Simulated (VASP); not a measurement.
Write the native input for VASP 6.6.1 that does the following.

| Item | Value |
| --- | --- |
| Task | electric field gradients |
| Functional | PBE |
| Potentials or basis | VASP PAW PBE potentials, release 64 (Al, N) |
| Cutoff | 520 eV |
| k mesh | 10 × 10 × 10 |
| Occupations | fermi-dirac, width 0.02 eV |
| Spin | no spin polarisation |
| Dipole correction | no |
| Further INCAR settings | ALGO = Normal; EDIFF = 1e-08; NBANDS = 11 |

The structure of AlN lies in POSCAR:

```
AlN
1.0
    0.0000000000      1.9647244322      1.9647244322
    1.9647244322      0.0000000000      1.9647244322
    1.9647244322      1.9647244322      0.0000000000
Al N
1 1
Direct
    0.0000000000      0.0000000000      0.0000000000
    0.5000000000      0.5000000000      0.5000000000
```

This cell differs from its parent crystal: volume scaled by 0.98.

These files were run (other wordings do the same):

INCAR

```
PREC = Accurate
ENCUT = 520
EDIFF = 1E-8
ISMEAR = -1
SIGMA = 0.02
LREAL = False
LASPH = True
NELM = 80
ALGO = Normal
ISIF = 2
LWAVE = False
LCHARG = False
GGA = PE
LEFG = True
NBANDS = 11
```

KPOINTS

```
Automatic mesh
0
Gamma
  10 10 10
```

Potentials or basis: VASP PAW PBE potentials, release 64 (Al, N).

Launch:

```sh
$ cat potpaw_PBE.64/Al/POTCAR potpaw_PBE.64/N/POTCAR > POTCAR
$ mpirun -np 1 vasp_std > vasp.out
```

Results of the run:

```yaml
Pressure: 32.5 GPa
Band_gap_on_the_k_mesh: 5.15 eV, indirect (least direct gap 6.97 eV)
```

Caveat: without QUAD_EFG the Cq values of the log hold for a quadrupole moment of 1 mb, not for the nuclei.

Run time: 11 s on 1 thread of AMD EPYC 9R45 (Zen 5) (shared host), peak memory 0.1 GiB.
